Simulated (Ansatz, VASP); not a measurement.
**CuI in VASP and in Ansatz**

Contents of INCAR:

```
  PREC = Accurate
  ENCUT = 520
  EDIFF = 1E-6
  ISMEAR = 0
  SIGMA = 0.05
  LREAL = False
  LASPH = True
  NELM = 60
  ALGO = Normal
  ISIF = 2
  LWAVE = False
  LCHARG = False
  GGA = PE
  NBANDS = 16
```

KPOINTS

```
Automatic mesh
0
Gamma
  8 8 8
```

Contents of POSCAR:

```
CuI
1.0
    0.0000000000      3.1086517190      3.2361562763
    3.2361562763      0.0000000000      3.2361562763
    3.2361562763      3.1086517190      0.0000000000
Cu I
1 1
Direct
    0.7500000000      0.7500000000      0.7500000000
    0.0000000000      0.0000000000      0.0000000000
```

Input for Ansatz:

```yaml
crystal:
  lattice:
    - [0.0, 3.108651719, 3.2361562763]
    - [3.2361562763, 0.0, 3.2361562763]
    - [3.2361562763, 3.108651719, 0.0]
  atoms:
    - { symbol: Cu, position: [0.75, 0.75, 0.75] }
    - { symbol: I, position: [0.0, 0.0, 0.0] }
basis:
  ecutwfc: 520.0
kpoints:
  mp_grid: { grid: [8, 8, 8] }
hamiltonian:
  xc: pbe
scf:
  occupations: { method: gaussian, width: 0.05 }
output:
  forces: true
  stress: true
  eigenvalues: true
```

Alike in both runs: task single point; functional PBE; k mesh 8 × 8 × 8; occupations gaussian, width 0.05 eV; no spin polarisation.

|  | VASP | Ansatz |
| --- | --- | --- |
| version | VASP 6.6.1 | Ansatz 0.2.0 |
| potentials or method | VASP PAW PBE potentials, release 64 (Cu, I), cutoff 520 eV | scalar-relativistic, plane waves, PAW |
| valence electrons in the cell | 18 | 36 |

|  | VASP | Ansatz | Ansatz less VASP |
| --- | --- | --- | --- |
| gap on the k mesh at the Fermi level (eV) | 0.76 | 0.75 | -0.014 |
| least direct gap on the mesh (eV) | 0.76 | 0.75 | -0.014 |
| pressure (GPa) | -3.9 | -3.9 | -0.04 |
| traceless stress, the component that is largest in VASP (GPa) | 0.46 | 0.46 | +0.001 |

VASP's potentials hold 18 valence electrons a cell and Ansatz's 36, so a difference there can come from the potentials and not from the codes.

Neither program's run includes spin-orbit coupling.
